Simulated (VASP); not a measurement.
Wanted: the native input for a VASP 6.6.1 run.

* Task: single point
* Functional: r2SCAN
* Potentials or basis: VASP PAW PBE potentials, release 64 (B, P)
* Cutoff: 520 eV
* k mesh: 4 × 4 × 4
* Occupations: gaussian, width 0.01 eV
* Spin: no spin polarisation
* Dipole correction: no
* Further INCAR settings: ALGO = Normal; EDIFF = 1e-06; NBANDS = 11

Crystal: BP.

```
B P
1.0
     0.00000    2.26900    2.26900
     2.26900    0.00000    2.26900
     2.26900    2.26900    0.00000
B P
1 1
Direct
  0.00000 0.00000 0.00000
  0.25000 0.25000 0.25000
```

One way to write it, as run:

POSCAR

```
BP
1.0
    0.0000000000      2.2690000000      2.2690000000
    2.2690000000      0.0000000000      2.2690000000
    2.2690000000      2.2690000000      0.0000000000
B P
1 1
Direct
    0.0000000000      0.0000000000      0.0000000000
    0.2500000000      0.2500000000      0.2500000000
```

INCAR.step1

```
PREC     = Accurate       # precision mode
ENCUT    = 520            # plane-wave cutoff, eV
ISMEAR   = 0              # smearing method
SIGMA    = 0.01           # smearing width, eV
LREAL    = False          # projectors in reciprocal space
LASPH    = True           # aspherical terms in the spheres
NELM     = 80             # most SCF steps
NBANDS   = 11             # bands
GGA      = PE             # functional
ALGO     = Normal         # electronic algorithm
EDIFF    = 1E-4           # SCF threshold, eV
LWAVE    = True           # write WAVECAR
LCHARG   = False          # write CHGCAR
```

INCAR.step2

```
PREC     = Accurate       # precision mode
ENCUT    = 520            # plane-wave cutoff, eV
EDIFF    = 1E-6           # SCF threshold, eV
ISMEAR   = 0              # smearing method
SIGMA    = 0.01           # smearing width, eV
LREAL    = False          # projectors in reciprocal space
LASPH    = True           # aspherical terms in the spheres
NELM     = 80             # most SCF steps
ALGO     = Normal         # electronic algorithm
ISIF     = 2              # what is computed and relaxed
LWAVE    = False          # write WAVECAR
LCHARG   = False          # write CHGCAR
METAGGA  = R2SCAN         # meta-GGA
LMIXTAU  = True         
NBANDS   = 11             # bands
ISTART   = 1
```

KPOINTS

```
regular mesh
0
Gamma
  4 4 4
```

Potentials or basis: VASP PAW PBE potentials, release 64 (B, P).

Command:

```console
$ cat potpaw_PBE.64/B/POTCAR potpaw_PBE.64/P/POTCAR > POTCAR
$ cp INCAR.step1 INCAR
$ mpirun -np 1 vasp_std > vasp.out
$ cp INCAR.step2 INCAR
$ mpirun -np 1 vasp_std > vasp.out
```

It gave:

The pressure is 0.4 GPa. The band gap on the k mesh is 1.52 eV, indirect (least direct gap 3.63 eV).

Caveat: the k points lie up to 0.60 Å⁻¹ apart; the PAW data sets were made with another functional, which shifts forces and pressure a little.

Wall time 28 s on 1 thread of AMD EPYC 7R13, on a shared host, peak memory 0.1 GiB.
